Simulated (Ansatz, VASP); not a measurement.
# PdPt3Se8 in VASP and in Ansatz

The input INCAR:

```
SYSTEM = PdPt3Se8
PREC     = Accurate       ! precision mode
ENCUT    = 520            ! plane-wave cutoff, eV
EDIFF    = 1E-7           ! SCF threshold, eV
ISMEAR   = 0              ! smearing method
SIGMA    = 0.1            ! smearing width, eV
LREAL    = .False.        ! projectors in reciprocal space
LASPH    = .True.         ! aspherical terms in the spheres
NELM     = 100            ! most SCF steps
ALGO     = Normal         ! electronic algorithm
ISIF     = 2              ! what is computed and relaxed
LWAVE    = .False.        ! write WAVECAR
LCHARG   = .False.        ! write CHGCAR
GGA      = PE             ! functional
NBANDS   = 56             ! bands
```

Contents of KPOINTS:

```
regular mesh
0
Gamma
  6 6 1
  0 0 0
```

POSCAR

```
PdPt3Se8
1.0
    3.7515632000      0.0000000000      0.0000000000
   -1.8757816000      3.2489491000      0.0000000000
    0.0000000000      0.0000000000     25.0014483000
Pd Pt Se
1 3 8
Direct
    0.0000000000      0.0000000000      0.0000000000
    0.0000000000      0.0000000000      0.2446150000
    0.0000000000      0.0000000000      0.5000000000
    0.0000000000      0.0000000000      0.7553850000
    0.3333333000      0.6666667000      0.0520910000
    0.3333333000      0.6666667000      0.2969270000
    0.3333333000      0.6666667000      0.5522660000
    0.3333333000      0.6666667000      0.8076300000
    0.6666667000      0.3333333000      0.1923700000
    0.6666667000      0.3333333000      0.4477340000
    0.6666667000      0.3333333000      0.7030730000
    0.6666667000      0.3333333000      0.9479090000
```

Input for Ansatz:

```yaml
crystal:
  lattice:
    - [3.7515632, 0.0, 0.0]
    - [-1.8757816, 3.2489491, 0.0]
    - [0.0, 0.0, 25.0014483]
  atoms:
    - { symbol: Pd, position: [0.0, 0.0, 0.0] }
    - { symbol: Pt, position: [0.0, 0.0, 0.244615] }
    - { symbol: Pt, position: [0.0, 0.0, 0.5] }
    - { symbol: Pt, position: [0.0, 0.0, 0.755385] }
    - { symbol: Se, position: [0.3333333, 0.6666667, 0.052091] }
    - { symbol: Se, position: [0.3333333, 0.6666667, 0.296927] }
    - { symbol: Se, position: [0.3333333, 0.6666667, 0.552266] }
    - { symbol: Se, position: [0.3333333, 0.6666667, 0.80763] }
    - { symbol: Se, position: [0.6666667, 0.3333333, 0.19237] }
    - { symbol: Se, position: [0.6666667, 0.3333333, 0.447734] }
    - { symbol: Se, position: [0.6666667, 0.3333333, 0.703073] }
    - { symbol: Se, position: [0.6666667, 0.3333333, 0.947909] }
basis:
  ecutwfc: 420
kpoints:
  mp_grid: { grid: [6, 6, 1] }
hamiltonian:
  xc: pbe
scf:
  occupations: { method: gaussian, width: 0.1 }
  lower_state_search: "off"
output:
  forces: true
  stress: true
  eigenvalues: true
```

Alike in both runs: task single point; functional PBE; k mesh 6 × 6 × 1; occupations gaussian, width 0.1 eV; no spin polarisation.

|  | VASP | Ansatz |
| --- | --- | --- |
| version | VASP 6.6.1 | Ansatz 0.2.0 |
| potentials or method | VASP PAW PBE potentials, release 64 (Pd, Pt, Se), cutoff 520 eV | scalar-relativistic, plane waves, PAW |
| valence electrons in the cell | 88 | 200 |

VASP gave:

```
gap on the k mesh at the Fermi level (eV) : 0.75
least direct gap on the mesh (eV)         : 0.86
pressure (GPa)                            : 0.0
rms of the force components (eV/Å)        : 0.004
```

What did Ansatz give for the same quantities?

gap on the k mesh at the Fermi level (eV): 0.76; least direct gap on the mesh (eV): 0.86; pressure (GPa): 0.0; rms of the force components (eV/Å): 0.004.

Atom by atom the forces differ by 0.001 eV/Å (rms over components). VASP's potentials hold 88 valence electrons a cell and Ansatz's 200, so a difference there can come from the potentials and not from the codes.

Spin-orbit coupling is off throughout.
